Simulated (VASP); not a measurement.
A run of VASP 6.6.1 is set up as follows.

The input INCAR:

```
SYSTEM = Al
  ALGO = Normal
  EDIFF = 1E-7
  ENCUT = 520
  GGA = PE
  ISIF = 2
  ISMEAR = 0
  LASPH = .TRUE.
  LCHARG = .FALSE.
  LREAL = .FALSE.
  LWAVE = .FALSE.
  NBANDS = 14
  NELM = 80
  PREC = Accurate
  SIGMA = 0.15
```

The input KPOINTS:

```
k-points
0
G
  8 8 8
  0 0 0
```

Contents of POSCAR:

```
Al
1.0
    4.0406222370      0.0000000000      0.0000000000
    0.0000000000     -4.0406222370      0.0000000000
    0.0000000000      0.0000000000     -4.0406222370
Al
4
Direct
    0.0000000000      0.5000000000      0.5000000000
    0.5000000000      0.0000000000      0.5000000000
    0.5000000000      0.5000000000      0.0000000000
    0.0000000000      0.0000000000      0.0000000000
```

Potentials or basis: VASP PAW PBE potentials, release 64 (Al).

The run is started by

```console
$ cat potpaw_PBE.64/Al/POTCAR > POTCAR
$ mpirun -np 1 vasp_std > vasp.out
```

**Question.** Predict the pressure.

**Answer.** 0.2 GPa.

**Question.** What does it give for the band gap on the k mesh?

**Answer.** Zero (band 6 reaches 9.24 eV, above the bottom of band 7 at 3.63 eV).
